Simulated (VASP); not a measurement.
# KF (I4/mmm) in VASP: notebook

KF is run at these levels: r2SCAN; tasks: single point.

All numbers are computed with VASP 6.6.1; they aren't measurements. Logs are shortened: lines on timing, memory, paths and dates and some standing lists are left out, and cuts for length are marked.

**1. The cell of the first run**

It takes space group I4/mmm (No. 139, tetragonal). Conventional cell: a = 3.781 Å, b = 3.781 Å, c = 5.080 Å, α = 90.00°, β = 90.00°, γ = 90.00°. Within 3.4 Å of K (site symmetry 4/mmm) lie 6 F at 2.54 to 2.67 Å. Within 3.4 Å of F (site symmetry 4/mmm) lie 6 K at 2.54 to 2.67 Å.

**2. Single point, r2SCAN (strain +0.000 along x and y, -0.050 along z)**

POSCAR

```
KF
1.0
    0.0000000000      2.6735000000      2.5398250000
    2.6735000000      0.0000000000      2.5398250000
    2.6735000000      2.6735000000      0.0000000000
K F
1 1
Direct
    0.0000000000      0.0000000000      0.0000000000
    0.5000000000      0.5000000000      0.5000000000
```

INCAR.step1

```
ALGO = Normal ; EDIFF = 1E-4
ENCUT = 520 ; GGA = PE
ISMEAR = 0 ; LASPH = True
LCHARG = False ; LREAL = False
LWAVE = True ; NBANDS = 15
NELM = 100 ; PREC = Accurate
SIGMA = 0.05
```

INCAR.step2

```
ALGO = Normal ; EDIFF = 1E-7
ENCUT = 520 ; ISIF = 2
ISMEAR = 0 ; ISTART = 1
LASPH = True ; LCHARG = False
LMIXTAU = True ; LREAL = False
LWAVE = False ; METAGGA = R2SCAN
NBANDS = 15 ; NELM = 100
PREC = Accurate ; SIGMA = 0.05
```

KPOINTS

```
k-points
0
Gamma
  8 8 8
```

Potentials or basis: VASP PAW PBE potentials, release 64 (K_sv, F).

Launch:

```sh
> cat potpaw_PBE.64/K_sv/POTCAR potpaw_PBE.64/F/POTCAR > POTCAR
> cp INCAR.step1 INCAR
> mpirun -np 1 vasp_std > vasp.out
> cp INCAR.step2 INCAR
> mpirun -np 1 vasp_std > vasp.out
```

OUTCAR:

```text
EDIFF = 1E-7
   ENCUT = 520
   ISIF = 2
   ISMEAR = 0
   ISTART = 1
   LASPH = True
   LREAL = False
   METAGGA = R2SCAN
   NELM = 100
   PREC = Accurate

 ion  position               nearest neighbor table
   1  0.000  0.000  0.000-   2 2.54   2 2.54   2 2.67   2 2.67   2 2.67   2 2.67
   2  0.500  0.500  0.500-   1 2.54   1 2.54   1 2.67   1 2.67   1 2.67   1 2.67

  LATTYP: Found a body centered tetragonal cell.
 ALAT       =     3.7808999590
 C/A-ratio  =     1.3435028843

  Lattice vectors:

 A1 = (   0.0000000000,  -2.6735000000,  -2.5398250000)
 A2 = (   0.0000000000,   2.6735000000,  -2.5398250000)
 A3 = (   2.6735000000,   0.0000000000,   2.5398250000)

Analysis of symmetry for initial positions (statically):
=====================================================================
 Subroutine PRICEL returns:
 Original cell was already a primitive cell.

 Routine SETGRP: Setting up the symmetry group for a
 body centered tetragonal supercell.

 Subroutine GETGRP returns: Found 16 space group operations
 (whereof 16 operations were pure point group operations)
 out of a pool of 16 trial point group operations.

The static configuration has the point symmetry D_4h.

Analysis of symmetry for dynamics (positions and initial velocities):
=====================================================================
 Subroutine PRICEL returns:
 Original cell was already a primitive cell.

 Routine SETGRP: Setting up the symmetry group for a
 body centered tetragonal supercell.

 Subroutine GETGRP returns: Found 16 space group operations
 (whereof 16 operations were pure point group operations)
 out of a pool of 16 trial point group operations.

The dynamic configuration has the point symmetry D_4h.

 Subroutine INISYM returns: Found 16 space group operations
 (whereof 16 operations are pure point group operations),
 and found     1 'primitive' translations

----------------------------------------------------------------------------------------

                                     Primitive cell

  volume of cell :      36.3073

  direct lattice vectors                    reciprocal lattice vectors
     0.000000000  2.673500000  2.539825000    -0.187020759  0.187020759  0.196863957
     2.673500000  0.000000000  2.539825000     0.187020759 -0.187020759  0.196863957
     2.673500000  2.673500000  0.000000000     0.187020759  0.187020759 -0.196863957

  length of vectors
     3.687589088  3.687589088  3.780899959     0.329710398  0.329710398  0.329710398

  position of ions in fractional coordinates (direct lattice)
     0.000000000  0.000000000  0.000000000
     0.500000000  0.500000000  0.500000000

  ion indices of the primitive-cell ions
   primitive index   ion index
                 1           1
                 2           2

----------------------------------------------------------------------------------------

 KPOINTS: k-points

Automatic generation of k-mesh.
 Grid dimensions read from file:
 generate k-points for:    8    8    8

 Generating k-lattice:

  Cartesian coordinates                     Fractional coordinates (reciprocal lattice)
    -0.023377595  0.023377595  0.024607995     0.125000000  0.000000000  0.000000000
     0.023377595 -0.023377595  0.024607995     0.000000000  0.125000000  0.000000000
     0.023377595  0.023377595 -0.024607995     0.000000000  0.000000000  0.125000000

  Length of vectors
     0.041213800  0.041213800  0.041213800

  Shift w.r.t. Gamma in fractional coordinates (k-lattice)
     0.000000000  0.000000000  0.000000000

 Subroutine IBZKPT returns following result:
 ===========================================

 Found     59 irreducible k-points:

 Following reciprocal coordinates:
            Coordinates               Weight
  0.000000  0.000000  0.000000      1.000000
  0.125000  0.000000  0.000000      8.000000
  0.250000  0.000000  0.000000      8.000000
  0.375000  0.000000  0.000000      8.000000
  0.500000  0.000000  0.000000      4.000000
  0.125000  0.125000  0.000000      2.000000
[... 16 lines left out ...]
  0.250000 -0.000000  0.125000     16.000000
  0.375000  0.000000  0.125000     16.000000
 [... further k-points ...]
   k-points           NKPTS =     59   k-points in BZ     NKDIM =     59   number of bands    NBANDS=     15
   number of dos      NEDOS =    301   number of ions     NIONS =      2
   total plane-waves  NPLWV =  21952
   dimension x,y,z NGX =    28 NGY =   28 NGZ =   28
   dimension x,y,z NGXF=    56 NGYF=   56 NGZF=   56
   ions per type =               1   1
   NGX,Y,Z   is equivalent  to a cutoff of  12.62, 12.62, 12.31 a.u.
   NGXF,Y,Z  is equivalent  to a cutoff of  25.25, 25.25, 24.62 a.u.
 SYSTEM =  unknown system
   PREC   = accura    normal or accurate (medium, high low for compatibility)
   ISTART =      1    job   : 0-new  1-cont  2-samecut
   ICHARG =      0    charge: 1-file 2-atom 10-const
   ISPIN  =      1    spin polarized calculation?
   LNONCOLLINEAR =      F non collinear calculations
   LSORBIT =      F    spin-orbit coupling
   LASPH  =      T    aspherical Exc in radial PAW
   ENCUT  =  520.0 eV  38.22 Ry    6.18 a.u.   6.86  6.86  7.03*2*pi/ulx,y,z
   NELM   =    100;   NELMIN=  2; NELMDL=  0     # of ELM steps
   EDIFF  = 0.1E-06   stopping-criterion for ELM
   LREAL  =      F    real-space projection
   EDIFFG = 0.1E-05   stopping-criterion for IOM
   NSW    =      0    number of steps for IOM
   IBRION =     -1    ionic relax: 0-MD 1-quasi-New 2-CG
   NFREE  =      0    steps in history (QN), initial steepest desc. (CG)
   ISIF   =      2    stress and relaxation
   ISYM   =      2    0-nonsym 1-usesym 2-fastsym
   POTIM  = 0.5000    time-step for ionic-motion
   TEBEG  =    0.0;   TEEND  =   0.0 temperature during run
   PSTRESS=    0.0 pullay stress
   NELECT =      16.0000    total number of electrons
   NUPDOWN=      -1.0000    fix difference up-down
   EMIN   =  10.00;   EMAX   =-10.00  energy-range for DOS
   EFERMI =   0.00;   METHOD = LEGACY
   ISMEAR =     0;   SIGMA  =   0.05  broadening in eV -4-tet -1-fermi 0-gaus
   EFERMI_NEDOS =   21; number of points for ismear=-14 and -15
   IALGO  =     38    algorithm
   IMIX   =      4    mixing-type and parameters
     AMIX     =   0.40;   BMIX     =  1.00
     AMIX_MAG =   1.60;   BMIX_MAG =  1.00
  volume/ion in A,a.u.               =      18.15       122.51
  Fermi-wavevector in a.u.,A,eV,Ry     =   1.245805  2.354230 21.116655  1.552030
  Thomas-Fermi vector in A             =   2.380011
   LORBIT       =      0    0 simple, 1 ext, 2 COOP (PROOUT), +10 PAW based schemes
   METAGGA = R2SCAN    functional components
   LHFCALC =     F    Hartree Fock is set to
   AEXX    =    0.0000 exact exchange contribution
   IVDW    =     0    specifies the selected vdW correction
   LEPSILON=     F    determine dielectric tensor
   LRPA    =     F    only Hartree local field effects (RPA)
 non-spin polarized calculation
 Gauss-broadening in eV      SIGMA  =   0.05
  energy-cutoff  :      520.00
  volume of cell :       36.31
 maximum number of plane-waves:       998
   NGX = 13   NGY = 13   NGZ = 13

 number of electron      16.0000010 magnetization

 Free energy of the ion-electron system (eV)
  ---------------------------------------------------
  ext. energy  EPLUGINS =         0.00000000
  ---------------------------------------------------
  free energy    TOTEN  =       -14.94933836 eV

  energy without entropy =      -14.94933836  energy(sigma->0) =      -14.94933836

 E-fermi :  -2.9243     XC(G=0):  -9.1456

 val. band max:       -3.1417361122   @ k =   0.0000   0.0000   0.0000
 cond. band min:       3.8656731578   @ k =   0.0000   0.0000   0.0000
 fundamental gap:      7.0074092700
 Fermi energy:        -2.9243148575

 k-point     1 :       0.0000    0.0000    0.0000
  band No.  band energies     occupation
      1     -30.1967      2.00000
      2     -23.0336      2.00000
      3     -12.6457      2.00000
      4     -12.6457      2.00000
      5     -12.6429      2.00000
      6      -3.2500      2.00000
      7      -3.2500      2.00000
      8      -3.1417      2.00000
      9       3.8657      0.00000
     10       8.2843      0.00000
     11       8.2843      0.00000
     12       8.5887      0.00000
     13      10.0279      0.00000
     14      10.6181      0.00000
     15      14.3363      0.00000

 k-point     2 :       0.1250    0.0000    0.0000
  band No.  band energies     occupation
      1     -30.1792      2.00000
      2     -23.0513      2.00000
      3     -12.6898      2.00000
      4     -12.6559      2.00000
      5     -12.6424      2.00000
      6      -3.3696      2.00000
      7      -3.3027      2.00000
      8      -3.2306      2.00000
      9       4.3149      0.00000
     10       8.0695      0.00000
     11       8.5176      0.00000
     12       8.7215      0.00000
     13      10.1932      0.00000
     14      10.7806      0.00000
     15      15.1932      0.00000

 k-point     3 :       0.2500    0.0000    0.0000
  band No.  band energies     occupation
      1     -30.1363      2.00000
      2     -23.0942      2.00000
      3     -12.7969      2.00000
      4     -12.6804      2.00000
      5     -12.6395      2.00000
      6      -3.6659      2.00000
      7      -3.4269      2.00000
      8      -3.3961      2.00000
      9       5.4231      0.00000
     10       7.6973      0.00000
     11       9.0872      0.00000
     12       9.2774      0.00000
     13      10.7167      0.00000
     14      11.2489      0.00000
     15      16.5351      0.00000
[... 343 lines left out ...]
 k-point    23 :       0.2500   -0.0000    0.1250
  band No.  band energies     occupation
      1     -30.1428      2.00000
      2     -23.0759      2.00000
      3     -12.7801      2.00000
      4     -12.7028      2.00000
      5     -12.6926      2.00000
      6      -3.6641      2.00000
      7      -3.3431      2.00000
      8      -3.2469      2.00000
      9       5.2966      0.00000
     10       7.3057      0.00000
     11       9.2410      0.00000
     12       9.4644      0.00000
     13      10.5218      0.00000
     14      11.0445      0.00000
     15      16.6976      0.00000

 k-point    24 :       0.3750    0.0000    0.1250
  band No.  band energies     occupation
      1     -30.1000      2.00000
      2     -23.1143      2.00000
      3     -12.8981      2.00000
      4     -12.7335      2.00000
      5     -12.6999      2.00000
      6      -3.8183      2.00000
      7      -3.4928      2.00000
      8      -3.4142      2.00000
      9       6.3803      0.00000
     10       7.3697      0.00000
     11       9.6167      0.00000
     12      10.0090      0.00000
     13      11.2778      0.00000
     14      11.7402      0.00000
     15      15.8243      0.00000

 [... further k-points ...]

------------------------ aborting loop because EDIFF is reached ----------------------------------------

  FORCE on cell =-STRESS in cart. coord.  units (eV):
  Direction    XX          YY          ZZ          XY          YZ          ZX
  --------------------------------------------------------------------------------------
  -------------------------------------------------------------------------------------
  Total        0.0364960      0.0364960      1.0456087      0.0000000      0.0000000      0.0000000
  in kB        1.6105029      1.6105029     46.1408529      0.0000000      0.0000000      0.0000000
  external PRESSURE =      16.4539529 kB  Pullay stress =       0.0000000 kB

 VOLUME and BASIS-vectors are now :
 -----------------------------------------------------------------------------
  energy-cutoff  :      520.00
  volume of cell :       36.31
      direct lattice vectors                 reciprocal lattice vectors
     0.000000000  2.673500000  2.539825000    -0.187020759  0.187020759  0.196863957
     2.673500000  0.000000000  2.539825000     0.187020759 -0.187020759  0.196863957
     2.673500000  2.673500000  0.000000000     0.187020759  0.187020759 -0.196863957

 POSITION                                       TOTAL-FORCE (eV/Angst)
 -----------------------------------------------------------------------------------
      0.00000      0.00000      0.00000         0.000000     -0.000000     -0.000000
      2.67350      2.67350      2.53982        -0.000000      0.000000      0.000000
 -----------------------------------------------------------------------------------
    total drift:                                0.000000      0.000000      0.000000

  FREE ENERGIE OF THE ION-ELECTRON SYSTEM (eV)
  ---------------------------------------------------
  free  energy   TOTEN  =       -14.9493383556 eV

  energy  without entropy=      -14.9493383556  energy(sigma->0) =      -14.94933836
```

Wall time 3.6 min (1 thread of Intel Xeon 8259CL, shared host); peak memory 0.18 GiB.

Results:

```
Free energy            : -14.9493 eV
Pressure               : 1.6 GPa
Band gap on the k mesh : 7.01 eV
```

Levels at points of the mesh, in eV from the valence-band top:
```csv
k point,band 5,band 6,band 7,band 8,band 9,band 10,band 11,band 12
"(0.00, 0.00, 0.00)",-9.50,-0.11,-0.11,0.00,7.01,11.43,11.43,11.73
"(0.50, 0.00, 0.00)",-9.49,-0.90,-0.46,-0.45,9.80,11.54,12.93,13.27
"(0.50, 0.50, 0.00)",-9.78,-0.15,-0.15,-0.14,8.59,11.48,13.07,14.81
"(0.50, 0.00, 0.50)",-9.70,-0.30,-0.15,-0.03,8.81,11.42,12.60,14.83
```

Caveat: the cell differs from its parent crystal (strain +0.000 along x and y, -0.050 along z); the PAW data sets were made with another functional, which shifts forces and pressure a little. A k mesh can miss the band edges.

**3. Single point, r2SCAN (strain +0.025 along x and y, -0.025 along z)**

POSCAR

```
KF
1.0
    0.0000000000      2.7403375000      2.6066625000
    2.7403375000      0.0000000000      2.6066625000
    2.7403375000      2.7403375000      0.0000000000
K F
1 1
Direct
    0.0000000000      0.0000000000      0.0000000000
    0.5000000000      0.5000000000      0.5000000000
```

INCAR.step1

```
  PREC = Accurate
  ENCUT = 520
  ISMEAR = 0
  SIGMA = 0.05
  LREAL = F
  LASPH = T
  NELM = 100
  NBANDS = 15
  GGA = PE
  ALGO = Normal
  EDIFF = 1E-4
  LWAVE = T
  LCHARG = F
```

INCAR.step2

```
  PREC = Accurate
  ENCUT = 520
  EDIFF = 1E-7
  ISMEAR = 0
  SIGMA = 0.05
  LREAL = F
  LASPH = T
  NELM = 100
  ALGO = Normal
  ISIF = 2
  LWAVE = F
  LCHARG = F
  METAGGA = R2SCAN
  LMIXTAU = T
  NBANDS = 15
  ISTART = 1
```

KPOINTS

```
regular mesh
0
Gamma
  8 8 8
```

Potentials or basis: VASP PAW PBE potentials, release 64 (K_sv, F).

Launch:

```sh
> cat potpaw_PBE.64/K_sv/POTCAR potpaw_PBE.64/F/POTCAR > POTCAR
> cp INCAR.step1 INCAR
> mpirun -np 1 vasp_std > vasp.out
> cp INCAR.step2 INCAR
> mpirun -np 1 vasp_std > vasp.out
```

Wall time 3.4 min (1 thread of Intel Xeon 8259CL, shared host); peak memory 0.19 GiB.

The run converged. Its results:

* Free energy: -14.9570 eV
* Pressure: -1.1 GPa
* Band gap on the k mesh: 6.63 eV

Stress tensor (GPa, compression positive):
```
-2.07  0.00  0.00
 0.00 -2.07  0.00
 0.00  0.00  0.79
```

Levels at points of the mesh, in eV from the valence-band top:
```csv
k point,band 6,band 7,band 8,band 9,band 10,band 11
"(0.00, 0.00, 0.00)",-0.08,-0.08,0.00,6.63,11.25,11.25
"(0.50, 0.00, 0.00)",-0.79,-0.38,-0.37,9.51,10.99,12.60
"(0.50, 0.50, 0.00)",-0.18,-0.14,-0.14,8.56,11.07,12.46
"(0.50, 0.00, 0.50)",-0.31,-0.13,-0.05,8.77,11.01,12.00
```

Caveat: the cell differs from its parent crystal (strain +0.025 along x and y, -0.025 along z); the PAW data sets were made with another functional, which shifts forces and pressure a little. A k mesh can miss the band edges.
